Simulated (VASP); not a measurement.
Set up this calculation in VASP 6.6.1, as the native input.

- Task: relaxation of cell and atoms
- Functional: LDA
- Potentials or basis: VASP PAW LDA potentials, release 64 (Pd)
- Cutoff: 600 eV
- k mesh: 16 × 16 × 16
- Occupations: methfessel-paxton, width 0.1 eV
- Spin: no spin polarisation
- Dipole correction: no
- Further INCAR settings: ALGO = Normal; EDIFF = 1e-06; IBRION = 2; EDIFFG = -0.01; NSW = 80; ISIF = 3

The structure of Pd lies in POSCAR:

```
Pd
1.0
    2.5300000000      0.0000000000      0.0000000000
    0.0000000000      2.5300000000      0.0000000000
    0.0000000000      0.0000000000      2.5300000000
Pd
1
Direct
    0.0000000000      0.0000000000      0.0000000000
```

These files were run (other wordings do the same):

INCAR

```
SYSTEM = Pd
ALGO     = Normal         ! electronic algorithm
EDIFF    = 1E-6           ! SCF threshold, eV
EDIFFG   = -0.01          ! ionic threshold
ENCUT    = 600            ! plane-wave cutoff, eV
GGA      = CA             ! functional
IBRION   = 2              ! ionic algorithm
ISIF     = 3              ! what is computed and relaxed
ISMEAR   = 1              ! smearing method
LASPH    = .True.         ! aspherical terms in the spheres
LCHARG   = .False.        ! write CHGCAR
LREAL    = .False.        ! projectors in reciprocal space
LWAVE    = .False.        ! write WAVECAR
NELM     = 80             ! most SCF steps
NSW      = 80             ! ionic steps
PREC     = Accurate       ! precision mode
SIGMA    = 0.1            ! smearing width, eV
```

KPOINTS

```
k-points
0
Gamma
  16 16 16
  0 0 0
```

Potentials or basis: VASP PAW LDA potentials, release 64 (Pd).

The run is started by

```sh
$ cat potpaw_LDA.64/Pd/POTCAR > POTCAR
$ mpirun -np 1 vasp_std > vasp.out
```

Results of the run:

```json
{
  "Relaxed volume": "16.36 Å³/atom",
  "Relaxed cell": "a = 2.538 Å, b = 2.538 Å, c = 2.538 Å, α = 90.00°, β = 90.00°, γ = 90.00°",
  "Space group after relaxing (to 0.05 Å)": "Pm-3m (No. 221)",
  "Energy gained by relaxing": "0.8 meV/atom",
  "Ionic steps": "3",
  "Pressure after relaxing": "0.0 GPa",
  "Band gap on the k mesh": "zero (band 5 reaches 9.63 eV, above the bottom of band 6 at 7.50 eV)"
}
```

Wall time 18 s on 1 thread of Intel(R) Xeon(R) 6975P-C (Granite Rapids) (shared host), peak memory 0.14 GiB.
